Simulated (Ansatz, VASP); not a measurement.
AlNi2 in VASP and in Ansatz

File INCAR:

```
SYSTEM = AlNi2
PREC     = Accurate       ! precision mode
ENCUT    = 520            ! plane-wave cutoff, eV
EDIFF    = 1E-6           ! SCF threshold, eV
ISMEAR   = 0              ! smearing method
SIGMA    = 0.15           ! smearing width, eV
LREAL    = .FALSE.        ! projectors in reciprocal space
LASPH    = .TRUE.         ! aspherical terms in the spheres
NELM     = 100            ! most SCF steps
ALGO     = Fast           ! electronic algorithm
ISIF     = 2              ! what is computed and relaxed
LWAVE    = .FALSE.        ! write WAVECAR
LCHARG   = .TRUE.         ! write CHGCAR
GGA      = PS             ! functional
LELF     = .TRUE.         ! ELF
LVHAR    = .TRUE.       
NBANDS   = 32             ! bands
```

The input KPOINTS:

```
Automatic mesh
0
G
  12 12 10
  0 0 0
```

The input POSCAR:

```
AlNi2
1.0
    3.9748989536      0.0000000000      0.0000000000
   -1.9874494768      3.4423634713      0.0000000000
    0.0000000000      0.0000000000      4.9060444288
Al Ni
2 4
Direct
    0.3333333333      0.6666666667      0.1852845144
    0.6666666667      0.3333333333      0.8147154856
    0.3333333333      0.6666666667      0.6773457566
    0.6666666667      0.3333333333      0.3226542434
    0.0000000000      0.0000000000      0.5000000000
    0.0000000000      0.0000000000      0.0000000000
```

Input for Ansatz:

```yaml
crystal:
  lattice:
    - [3.9748989536, 0.0, 0.0]
    - [-1.9874494768, 3.4423634713, 0.0]
    - [0.0, 0.0, 4.9060444288]
  atoms:
    - { symbol: Al, position: [0.3333333333, 0.6666666667, 0.1852845144] }
    - { symbol: Al, position: [0.6666666667, 0.3333333333, 0.8147154856] }
    - { symbol: Ni, position: [0.3333333333, 0.6666666667, 0.6773457566] }
    - { symbol: Ni, position: [0.6666666667, 0.3333333333, 0.3226542434] }
    - { symbol: Ni, position: [0.0, 0.0, 0.5] }
    - { symbol: Ni, position: [0.0, 0.0, 0.0] }
basis:
  ecutwfc: 420
kpoints:
  mp_grid: { grid: [12, 12, 10] }
hamiltonian:
  xc: pbesol
scf:
  occupations: { method: gaussian, width: 0.15 }
output:
  forces: true
  stress: true
  eigenvalues: true
```

Change from the starting cell: mode 4 (128.2 1/cm) frozen in, largest displacement +0.050 Å.

Alike in both runs: task single point; functional PBEsol; k mesh 12 × 12 × 10; occupations gaussian, width 0.15 eV; no spin polarisation.

|  | VASP | Ansatz |
| --- | --- | --- |
| version | VASP 6.6.1 | Ansatz 0.2.0 |
| potentials or method | VASP PAW PBE potentials, release 64 (Al, Ni), cutoff 520 eV | scalar-relativistic, plane waves, PAW |
| valence electrons in the cell | 46 | 78 |

|  | VASP | Ansatz | Ansatz less VASP |
| --- | --- | --- | --- |
| gap on the k mesh at the Fermi level (eV) | none | none | - |
| pressure (GPa) | 0.1 | 0.0 | -0.10 |
| traceless stress, the component that is largest in VASP (GPa) | -0.15 | -0.15 | -0.005 |
| rms of the force components (eV/Å) | 0.065 | 0.066 | +0.0014 |

VASP's potentials were made for PBE, not for PBEsol. Atom by atom the forces differ by 0.003 eV/Å (rms over components). A gap of «none» marks a metal or a gap that the smearing closes. VASP's potentials hold 46 valence electrons a cell and Ansatz's 78, so a difference there can come from the potentials and not from the codes.
